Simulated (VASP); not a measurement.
# BN (Fmm2) in VASP: dielectric tensor with r2SCAN

Aim: the dielectric tensor of BN with r2SCAN.

Everything below comes from runs of VASP 6.6.1. Logs are shortened: lines on timing, memory, paths and dates and some standing lists are left out, and cuts for length are marked.

### Step 1. The cell of the first run

The structure is orthorhombic, space group Fmm2 (No. 42). The conventional cell has a = 2.502 Å, b = 6.586 Å, c = 4.327 Å, α = 90.00°, β = 90.00°, γ = 90.00°. Within 1.9 Å of B (site symmetry mm2) lie 3 N at 1.44 Å. Within 1.9 Å of N (site symmetry mm2) lie 3 B at 1.44 Å.

### Step 2. Dielectric tensor, r2SCAN

Contents of INCAR:

```
SYSTEM = BN
ALGO = Normal ; EDIFF = 1E-8
ENCUT = 520 ; ISIF = 2
ISMEAR = 0 ; LASPH = .TRUE.
LCALCEPS = .TRUE. ; LCHARG = .FALSE.
LMIXTAU = .TRUE. ; LREAL = .FALSE.
LWAVE = .FALSE. ; METAGGA = R2SCAN
NELM = 60 ; PREC = Accurate
SIGMA = 0.01
```

Contents of KPOINTS:

```
k-points
0
G
  10 10 10
  0 0 0
```

Contents of POSCAR:

```
BN
1.0
    0.0000000000      3.2928550384      2.1632762179
    1.2509583998      0.0000000000      2.1632762179
    1.2509583998      3.2928550384      0.0000000000
B N
1 1
Direct
    0.0001138443      0.0001138443      0.9998861557
    0.6665861457      0.6665861457      0.3334138543
```

Potentials or basis: VASP PAW PBE potentials, release 64 (B, N).

On the command line:

```bash
$ cat potpaw_PBE.64/B/POTCAR potpaw_PBE.64/N/POTCAR > POTCAR
$ mpirun -np 1 vasp_std > vasp.out
```

OUTCAR:

```text
SYSTEM = BN
   EDIFF = 1E-8
   ENCUT = 520
   ISIF = 2
   ISMEAR = 0
   LASPH = .TRUE.
   LREAL = .FALSE.
   METAGGA = R2SCAN
   NELM = 60
   PREC = Accurate

 ion  position               nearest neighbor table
   1  0.000  0.000  1.000-   2 1.44   2 1.44   2 1.44
   2  0.667  0.667  0.333-   1 1.44   1 1.44   1 1.44

  LATTYP: Found a face centered orthorhombic cell.
 ALAT       =     2.5019167996
 B/A-ratio  =     1.7292950895
 C/A-ratio  =     2.6322658203

  Lattice vectors:

 A1 = (  -0.0000000000,   3.2928550384,   2.1632762179)
 A2 = (  -1.2509583998,   3.2928550384,   0.0000000000)
 A3 = (  -1.2509583998,   0.0000000000,   2.1632762179)

Analysis of symmetry for initial positions (statically):
=====================================================================
 Subroutine PRICEL returns:
 Original cell was already a primitive cell.

 Routine SETGRP: Setting up the symmetry group for a
 face centered orthorhombic supercell.

 Subroutine GETGRP returns: Found  4 space group operations
 (whereof  4 operations were pure point group operations)
 out of a pool of  8 trial point group operations.

The static configuration has the point symmetry C_2v.

Analysis of symmetry for dynamics (positions and initial velocities):
=====================================================================
 Subroutine PRICEL returns:
 Original cell was already a primitive cell.

 Routine SETGRP: Setting up the symmetry group for a
 face centered orthorhombic supercell.

 Subroutine GETGRP returns: Found  4 space group operations
 (whereof  4 operations were pure point group operations)
 out of a pool of  8 trial point group operations.

The dynamic configuration has the point symmetry C_2v.

 Subroutine INISYM returns: Found  4 space group operations
 (whereof  4 operations are pure point group operations),
 and found     1 'primitive' translations

----------------------------------------------------------------------------------------

                                     Primitive cell

  volume of cell :      17.8220

  direct lattice vectors                    reciprocal lattice vectors
     0.000000000  3.292855038  2.163276218    -0.399693547  0.151843915  0.231130910
     1.250958400  0.000000000  2.163276218     0.399693547 -0.151843915  0.231130910
     1.250958400  3.292855038  0.000000000     0.399693547  0.151843915 -0.231130910

  length of vectors
     3.939880493  2.498931954  3.522469478     0.486038068  0.486038068  0.486038068

  position of ions in fractional coordinates (direct lattice)
     0.000113844  0.000113844  0.999886156
     0.666586146  0.666586146  0.333413854

  ion indices of the primitive-cell ions
   primitive index   ion index
                 1           1
                 2           2

----------------------------------------------------------------------------------------

 KPOINTS: k-points

Automatic generation of k-mesh.
 Grid dimensions read from file:
 generate k-points for:   10   10   10

 Generating k-lattice:

  Cartesian coordinates                     Fractional coordinates (reciprocal lattice)
    -0.039969355  0.015184391  0.023113091     0.100000000  0.000000000 -0.000000000
     0.039969355 -0.015184391  0.023113091     0.000000000  0.100000000  0.000000000
     0.039969355  0.015184391 -0.023113091    -0.000000000  0.000000000  0.100000000

  Length of vectors
     0.048603807  0.048603807  0.048603807

  Shift w.r.t. Gamma in fractional coordinates (k-lattice)
     0.000000000  0.000000000  0.000000000

 Subroutine IBZKPT returns following result:
 ===========================================

 Found    171 irreducible k-points:

 Following reciprocal coordinates:
            Coordinates               Weight
  0.000000  0.000000  0.000000      1.000000
  0.100000 -0.000000 -0.000000      8.000000
  0.200000 -0.000000 -0.000000      8.000000
  0.300000  0.000000  0.000000      8.000000
  0.400000  0.000000  0.000000      8.000000
  0.500000 -0.000000 -0.000000      4.000000
[... 16 lines left out ...]
  0.300000  0.300000  0.000000      2.000000
  0.400000  0.300000  0.000000      8.000000
 [... further k-points ...]
   k-points           NKPTS =    171   k-points in BZ     NKDIM =    171   number of bands    NBANDS=      8
   number of dos      NEDOS =    301   number of ions     NIONS =      2
   total plane-waves  NPLWV =  16800
   dimension x,y,z NGX =    30 NGY =   20 NGZ =   28
   dimension x,y,z NGXF=    60 NGYF=   40 NGZF=   56
   ions per type =               1   1
   NGX,Y,Z   is equivalent  to a cutoff of  12.66, 13.31, 13.21 a.u.
   NGXF,Y,Z  is equivalent  to a cutoff of  25.32, 26.61, 26.43 a.u.
 SYSTEM =  BN
   PREC   = accura    normal or accurate (medium, high low for compatibility)
   ISTART =      0    job   : 0-new  1-cont  2-samecut
   ICHARG =      2    charge: 1-file 2-atom 10-const
   ISPIN  =      1    spin polarized calculation?
   LNONCOLLINEAR =      F non collinear calculations
   LSORBIT =      F    spin-orbit coupling
   LASPH  =      T    aspherical Exc in radial PAW
   ENCUT  =  520.0 eV  38.22 Ry    6.18 a.u.   7.33  4.65  6.55*2*pi/ulx,y,z
   NELM   =     60;   NELMIN=  2; NELMDL= -5     # of ELM steps
   EDIFF  = 0.1E-07   stopping-criterion for ELM
   LREAL  =      F    real-space projection
   EDIFFG = 0.1E-06   stopping-criterion for IOM
   NSW    =      0    number of steps for IOM
   IBRION =     -1    ionic relax: 0-MD 1-quasi-New 2-CG
   NFREE  =      0    steps in history (QN), initial steepest desc. (CG)
   ISIF   =      2    stress and relaxation
   ISYM   =      2    0-nonsym 1-usesym 2-fastsym
   POTIM  = 0.5000    time-step for ionic-motion
   TEBEG  =    0.0;   TEEND  =   0.0 temperature during run
   PSTRESS=    0.0 pullay stress
   NELECT =       8.0000    total number of electrons
   NUPDOWN=      -1.0000    fix difference up-down
   EMIN   =  10.00;   EMAX   =-10.00  energy-range for DOS
   EFERMI =   0.00;   METHOD = LEGACY
   ISMEAR =     0;   SIGMA  =   0.01  broadening in eV -4-tet -1-fermi 0-gaus
   EFERMI_NEDOS =   21; number of points for ismear=-14 and -15
   IALGO  =     38    algorithm
   IMIX   =      4    mixing-type and parameters
     AMIX     =   0.40;   BMIX     =  1.00
     AMIX_MAG =   1.60;   BMIX_MAG =  1.00
  volume/ion in A,a.u.               =       8.91        60.13
  Fermi-wavevector in a.u.,A,eV,Ry     =   1.253485  2.368742 21.377796  1.571224
  Thomas-Fermi vector in A             =   2.387335
   LORBIT       =      0    0 simple, 1 ext, 2 COOP (PROOUT), +10 PAW based schemes
   METAGGA = R2SCAN    functional components
   LHFCALC =     F    Hartree Fock is set to
   AEXX    =    0.0000 exact exchange contribution
   IVDW    =     0    specifies the selected vdW correction
   LEPSILON=     F    determine dielectric tensor
   LRPA    =     F    only Hartree local field effects (RPA)
   LRPA       =     F
 non-spin polarized calculation
 Gauss-broadening in eV      SIGMA  =   0.01
  energy-cutoff  :      520.00
  volume of cell :       17.82
 maximum number of plane-waves:       501
 NGX is ok and might be reduce to    30
   NGX = 15   NGY =  9   NGZ = 13

 Total electronic dipole moment: p[elc]=(     0.00341     0.00001     2.88177 ) |e| Angst

 number of electron       8.0000000 magnetization

 Free energy of the ion-electron system (eV)
  ---------------------------------------------------
  ext. energy  EPLUGINS =         0.00000000
  ---------------------------------------------------
  free energy    TOTEN  =       -19.31971466 eV

  energy without entropy =      -19.31971466  energy(sigma->0) =      -19.31971466

 E-fermi :   2.3270     XC(G=0): -10.8070

 val. band max:        2.2739556933   @ k =   0.5000  -0.4000   0.1000
 cond. band min:   10000.0000000000   @ k =   0.0000   0.0000   0.0000
 fundamental gap:   9997.7260443067
 Fermi energy:         2.3270143084

 k-point     1 :       0.0000    0.0000    0.0000
  band No.  band energies     occupation
      1     -16.7321      2.00000
      2      -2.0726      2.00000
      3       0.7748      2.00000
      4       0.7806      2.00000
      5   10000.0000      0.00000
      6   10000.0000      0.00000
      7   10000.0000      0.00000
      8   10000.0000      0.00000
[... 243 lines left out ...]
 k-point    24 :       0.4000    0.3000    0.0000
  band No.  band energies     occupation
      1     -14.3606      2.00000
      2      -5.4513      2.00000
      3      -2.2234      2.00000
      4       0.7603      2.00000
      5   10000.0000      0.00000
      6   10000.0000      0.00000
      7   10000.0000      0.00000
      8   10000.0000      0.00000

 [... further k-points ...]

------------------------ aborting loop because EDIFF is reached ----------------------------------------

            Ionic dipole moment: p[ion]=(     0.00000     0.00000    -7.21118 ) |e| Angst

 Total electronic dipole moment: p[elc]=(    -0.00000     0.00001     2.88520 ) |e| Angst

 MACROSCOPIC STATIC DIELECTRIC TENSOR (including local field effects)
 ------------------------------------------------------
           4.461420     0.000000     0.000000
           0.000000     2.645231     0.000000
           0.000000     0.000000     4.490960
 ------------------------------------------------------

 PIEZOELECTRIC TENSOR (including local field effects) (e Angst)
          XX          YY          ZZ          XY          YZ          ZX
  --------------------------------------------------------------------------------
  x     0.00000     0.00000     0.00000     0.00000     0.00000    -1.21280
  y     0.00000     0.00000     0.00000     0.00000    -0.06554     0.00000
  z    -1.20585    -0.02957     1.22992     0.00000     0.00000     0.00000

 PIEZOELECTRIC TENSOR (including local field effects) (C/m^2)
          XX          YY          ZZ          XY          YZ          ZX
  --------------------------------------------------------------------------------
  x     0.00000     0.00000     0.00000     0.00000     0.00000    -1.09029
  y     0.00000     0.00000     0.00000     0.00000    -0.05892     0.00000
  z    -1.08405    -0.02659     1.10568     0.00000     0.00000     0.00000

 BORN EFFECTIVE CHARGES (including local field effects) (in |e|, cummulative output)
 ---------------------------------------------------------------------------------
 ion    1
    1     2.74303     0.00000     0.00000
    2     0.00000     0.76253     0.00000
    3     0.00000     0.00000     2.73969
 ion    2
    1    -2.74303     0.00000     0.00000
    2     0.00000    -0.76253     0.00000
    3     0.00000     0.00000    -2.73969

  FORCE on cell =-STRESS in cart. coord.  units (eV):
  Direction    XX          YY          ZZ          XY          YZ          ZX
  --------------------------------------------------------------------------------------
  -------------------------------------------------------------------------------------
  Total        0.1059297      0.1453907      0.1055195      0.0000000      0.0000000      0.0000000
  in kB        9.5229394     13.0704246      9.4860596      0.0000000      0.0000000      0.0000000
  external PRESSURE =      10.6931412 kB  Pullay stress =       0.0000000 kB

 VOLUME and BASIS-vectors are now :
 -----------------------------------------------------------------------------
  energy-cutoff  :      520.00
  volume of cell :       17.82
      direct lattice vectors                 reciprocal lattice vectors
     0.000000000  3.292855038  2.163276218    -0.399693547  0.151843915  0.231130910
     1.250958400  0.000000000  2.163276218     0.399693547 -0.151843915  0.231130910
     1.250958400  3.292855038  0.000000000     0.399693547  0.151843915 -0.231130910

 POSITION                                       TOTAL-FORCE (eV/Angst)
 -----------------------------------------------------------------------------------
      1.25096      3.29286      0.00049         0.000000      0.000000      0.001468
      1.25096      3.29286      2.88402         0.000000      0.000000     -0.001468
 -----------------------------------------------------------------------------------
    total drift:                                0.000013     -0.000005     -0.000001

  FREE ENERGIE OF THE ION-ELECTRON SYSTEM (eV)
  ---------------------------------------------------
  free  energy   TOTEN  =       -19.3197146606 eV

  energy  without entropy=      -19.3197146606  energy(sigma->0) =      -19.31971466
```

Wall time 46 min (1 thread of Intel Xeon Platinum 8375C at 2.90GHz (Ice Lake), shared host); peak memory 0.47 GiB.

Results:

- Band gap on the k mesh: 4.07 eV (least direct gap 5.37 eV)
- Electronic dielectric tensor (diagonal): 4.46, 2.65, 4.49
- Born charges (mean of the diagonal): B +2.08; N -2.08 e

Electronic dielectric tensor:
```
4.46 0.00 0.00
0.00 2.65 0.00
0.00 0.00 4.49
```

Born effective charge tensors (e):
atom 1, B
```
2.74 0.00 0.00
0.00 0.76 0.00
0.00 0.00 2.74
```
atom 2, N
```
-2.74  0.00  0.00
 0.00 -0.76  0.00
 0.00  0.00 -2.74
```

Dipole moments of the cell (e·Å, modulo the quantum): ionic 0.000, 0.000, -7.211; electronic 0.000, 0.000, 2.885

Caveat: the PAW data sets were made with another functional, which shifts forces and pressure a little.

The gap in the log of VASP goes by the Fermi energy; the results here count the filled bands.